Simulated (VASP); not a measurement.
Crystal: CdI2.

```
Cd I
1.0
     4.24701    0.00000    0.00000
    -2.12350    3.67802    0.00000
     0.00000    0.00000    6.89503
Cd I
1 2
Direct
  0.00000 0.00000 0.00000
  0.33333 0.66667 0.24939
  0.66667 0.33333 0.75061
```

Base run:

| Item | Value |
| --- | --- |
| Program | VASP 6.6.1 |
| Functional | r2SCAN |
| Potentials or basis | VASP PAW PBE potentials, release 64 (Cd, I) |
| Cutoff | 550 eV |
| k mesh | 6 × 6 × 4 |
| Occupations | gaussian, width 0.01 eV |
| Spin | no spin polarisation |

Its results: band gap on the k mesh 2.81 eV, indirect (least direct gap 3.14 eV); pressure 1.0 GPa; largest force 0.019 eV/Å.

Question: The run is repeated on the same cell with these changes: functional from r2SCAN to PBE; cutoff from 550 eV to 500 eV. What comes out?

Answer: Band gap on the k mesh 2.37 eV, indirect (least direct gap 2.61 eV); pressure 1.7 GPa; largest force 0.090 eV/Å.

r2SCAN gives the wider gap, since meta-GGAs in the generalised Kohn-Sham scheme recover part of the derivative discontinuity.

Caveats: spin-orbit coupling is left out, which moves the levels of the heavy elements; the PAW data sets were made with another functional, which shifts forces and pressure a little (some runs); this functional lacks dispersion, which binds the layers, so the pressure and a relaxed spacing across them are unreliable (some runs).

A k mesh can miss the band edges.
